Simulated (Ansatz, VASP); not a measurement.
**Two plane-wave programs on Sb**

File POSCAR:

```
Sb
1.0
    3.0848839383      0.0000000000      0.0000000000
    0.0000000000      3.0848839383      0.0000000000
    0.0000000000      0.0000000000      3.0848839383
Sb
1
Direct
    0.0000000000      0.0000000000      0.0000000000
```

The input INCAR.step1:

```
SYSTEM = Sb
ALGO = Normal
EDIFF = 1E-4
ENCUT = 600
GGA = PE
ISMEAR = -1
LASPH = .TRUE.
LCHARG = .FALSE.
LREAL = .FALSE.
LWAVE = .TRUE.
NELM = 100
PREC = Accurate
SIGMA = 0.1
```

The input INCAR.step2:

```
SYSTEM = Sb
ALGO = Normal
EDIFF = 1E-6
EDIFFG = -0.01
ENCUT = 600
IBRION = 2
ISIF = 3
ISMEAR = -1
ISTART = 1
LASPH = .TRUE.
LCHARG = .FALSE.
LMIXTAU = .TRUE.
LREAL = .FALSE.
LWAVE = .FALSE.
METAGGA = R2SCAN
NELM = 100
NSW = 80
PREC = Accurate
SIGMA = 0.1
```

File KPOINTS:

```
k-points
0
G
  10 10 10
  0 0 0
```

Input for Ansatz:

```yaml
crystal:
  lattice:
    - [3.0848839383, 0.0, 0.0]
    - [0.0, 3.0848839383, 0.0]
    - [0.0, 0.0, 3.0848839383]
  atoms:
    - { symbol: Sb, position: [0.0, 0.0, 0.0] }
hamiltonian:
  xc: r2scan
  pseudopotentials:
    kind: paw
    azcp:
      Sb: "pseudopotentials/Sb.paw.azcp"
basis:
  ecutwfc: 500
  fft_grid_basis: typed
kpoints:
  mp_grid: { grid: [10, 10, 10], shift: [0, 0, 0] }
magnetization:
  spin_polarized: false
scf:
  occupations: { method: fermi_dirac, width: 0.1 }
relax:
  max_steps: 60
  f_tol: 0.01
  cell: {}
output:
  write_density: true
  write_potential: true
  elf: true
  volumetric_format: npy
```

Alike in both runs: task relaxation of cell and atoms; functional r2SCAN; k mesh 10 × 10 × 10; occupations fermi-dirac, width 0.1 eV; no spin polarisation.

```csv
,VASP,Ansatz
version,VASP 6.6.1,Ansatz 0.2.0
potentials or method,"VASP PAW PBE potentials, release 64 (Sb), cutoff 600 eV","plane waves (500 eV) with PAW, scalar-relativistic"
valence electrons in the cell,5,15
```

|  | VASP | Ansatz | Ansatz less VASP |
| --- | --- | --- | --- |
| relaxed volume (Å³/atom) | 29.31 | 29.30 | -0.013 |
| relaxed cell length with the largest relative difference (Å) | 3.083 | 3.083 | -0.0004 |

VASP's potentials were made for PBE, not for r2SCAN. VASP's potentials hold 5 valence electrons a cell and Ansatz's 15, so a difference there can come from the potentials and not from the codes.

Spin-orbit coupling is off throughout.
